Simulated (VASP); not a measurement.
Set up this calculation in VASP 6.6.1, as the native input.

```
Task                   : single point
Functional             : r2SCAN
Potentials or basis    : VASP PAW PBE potentials, release 64 (Sr_sv, O)
Cutoff                 : 520 eV
k mesh                 : 8 × 8 × 8
Occupations            : gaussian, width 0.01 eV
Spin                   : non-collinear spin, zero start, spin-orbit coupling
Starting moments       : [[0.0, 0.0, 0.0], [0.0, 0.0, 0.0]] μB
Dipole correction      : no
Further INCAR settings : ALGO = Normal; EDIFF = 1e-07; NBANDS = 28
```

SrO:

```
CELL_PARAMETERS angstrom
0.00000 2.60569 2.60569
2.60569 0.00000 2.60569
2.60569 2.60569 0.00000
ATOMIC_POSITIONS crystal
Sr 0.00000 0.00000 0.00000
O 0.50000 0.50000 0.50000
```

This cell differs from its parent crystal: strain +1.0%.

These files were run (other wordings do the same):

POSCAR

```
SrO
1.0
    0.0000000000      2.6056912491      2.6056912491
    2.6056912491      0.0000000000      2.6056912491
    2.6056912491      2.6056912491      0.0000000000
Sr O
1 1
Direct
    0.0000000000      0.0000000000      0.0000000000
    0.5000000000      0.5000000000      0.5000000000
```

INCAR.step1

```
SYSTEM = SrO
ALGO = Normal ; EDIFF = 1E-4
ENCUT = 520 ; GGA = PE
GGA_COMPAT = .FALSE. ; ISMEAR = 0
LASPH = .TRUE. ; LCHARG = .FALSE.
LREAL = .FALSE. ; LSORBIT = .TRUE.
LWAVE = .TRUE. ; MAGMOM = 0 0 0 0 0 0
NBANDS = 28 ; NELM = 150
PREC = Accurate ; SIGMA = 0.01
```

INCAR.step2

```
SYSTEM = SrO
ALGO = Normal ; EDIFF = 1E-7
ENCUT = 520 ; GGA_COMPAT = .FALSE.
ISIF = 2 ; ISMEAR = 0
ISTART = 1 ; LASPH = .TRUE.
LCHARG = .FALSE. ; LMIXTAU = .TRUE.
LORBIT = 11 ; LORBMOM = .TRUE.
LREAL = .FALSE. ; LSORBIT = .TRUE.
LWAVE = .FALSE. ; MAGMOM = 0 0 0 0 0 0
METAGGA = R2SCAN ; NBANDS = 28
NELM = 150 ; PREC = Accurate
SIGMA = 0.01
```

KPOINTS

```
k-points
0
G
  8 8 8
  0 0 0
```

Potentials or basis: VASP PAW PBE potentials, release 64 (Sr_sv, O).

The run is started by

```bash
$ cat potpaw_PBE.64/Sr_sv/POTCAR potpaw_PBE.64/O/POTCAR > POTCAR
$ cp INCAR.step1 INCAR
$ mpirun -np 1 vasp_ncl > vasp.out
$ cp INCAR.step2 INCAR
$ mpirun -np 1 vasp_ncl > vasp.out
```

Results of the run:

```
Pressure                                              : -2.2 GPa
Net moment                                            : 0.00 μB per cell
Valence electrons inside the program's atomic spheres : Sr 8.15; O 4.99
```

Caveat: the cell differs from its parent crystal (strain +1.0%); the PAW data sets were made with another functional, which shifts forces and pressure a little.

Wall time 5 min on 1 thread of AMD EPYC 9R45 96-Core Processor (Zen 5), with other jobs on the host, peak memory 0.28 GiB.
